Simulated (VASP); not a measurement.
SiB2:

```
Si B
1.0
     2.86283    0.00000    0.00000
    -1.43141    2.47928    0.00000
     0.00000    0.00000    4.35485
Si B
1 2
Direct
  0.66667 0.33333 0.00000
  0.00000 0.00000 0.30755
  0.00000 0.00000 0.69245
```

The cell was generated, and may not be a known phase.

* Program: VASP 6.6.1
* Task: relaxation of cell and atoms
* Functional: PBE
* Potentials or basis: VASP PAW PBE potentials, release 64 (Si, B)
* Cutoff: 600 eV
* k mesh: 6 × 6 × 4
* Occupations: gaussian, width 0.1 eV
* Spin: no spin polarisation

At the start: pressure 4.2 GPa; volume 10.30 Å³/atom.

Question: How do energy, volume and symmetry change on relaxing?

Answer: Over 10 steps the energy falls by 27.7 meV/atom and the volume is 10.25 Å³/atom (-0.5 %); space group P-6m2 (No. 187, to 0.1 Å) before and after.

The path:
```tsv
step	energy change (eV)	largest force (eV/Å)	pressure (GPa)	volume (Å³)
1	0.0000	0.6877	4.20	30.91
2	-0.0319	0.2474	-2.28	32.13
3	-0.0335	0.0948	-1.17	31.91
4	-0.0579	0.0748	-5.04	32.16
5	-0.0579	0.0692	-5.15	32.17
6	-0.0746	0.1929	-3.19	31.32
7	-0.0747	0.1995	-3.12	31.29
8	-0.0831	0.0389	0.40	30.69
9	-0.0832	0.0532	0.12	30.73
10	-0.0832	0.0241	0.00	30.75
```

Final structure:
```
CELL_PARAMETERS angstrom
2.79876 0.00000 0.00000
-1.39938 2.42380 0.00000
0.00000 0.00000 4.53260
ATOMIC_POSITIONS crystal
Si 0.66667 0.33333 0.00000
B 0.00000 0.00000 0.31704
B 0.00000 0.00000 0.68296
```

Caveat: the k points lie up to 0.43 Å⁻¹ apart in the final cell, too coarse for converged energies and pressures of a metal.
